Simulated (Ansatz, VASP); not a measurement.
## Two plane-wave programs on KBr

```
K Br
1.0
     0.00000    3.61301    3.61301
     3.61301    0.00000    3.61301
     3.61301    3.61301    0.00000
K Br
1 1
Direct
  0.00000 0.00000 0.00000
  0.25000 0.25000 0.25000
```

Alike in both runs: task single point; functional r2SCAN; k mesh 6 × 6 × 6; no spin polarisation.

```csv
,VASP,Ansatz
version,VASP 6.6.1,Ansatz 0.2.0
potentials or method,"VASP PAW PBE potentials, release 64 (K_sv, Br)","plane waves, PAW"
plane-wave cutoff (eV),520,500
occupations,"gaussian, width 0.01 eV",fixed
valence electrons in the cell,16,16
```

|  | VASP | Ansatz | Ansatz less VASP |
| --- | --- | --- | --- |
| gap on the k mesh at the Fermi level (eV) | 4.93 | 4.93 | 0.000 |
| pressure (GPa) | 0.7 | 0.7 | -0.01 |

VASP's potentials were made for PBE, not for r2SCAN.
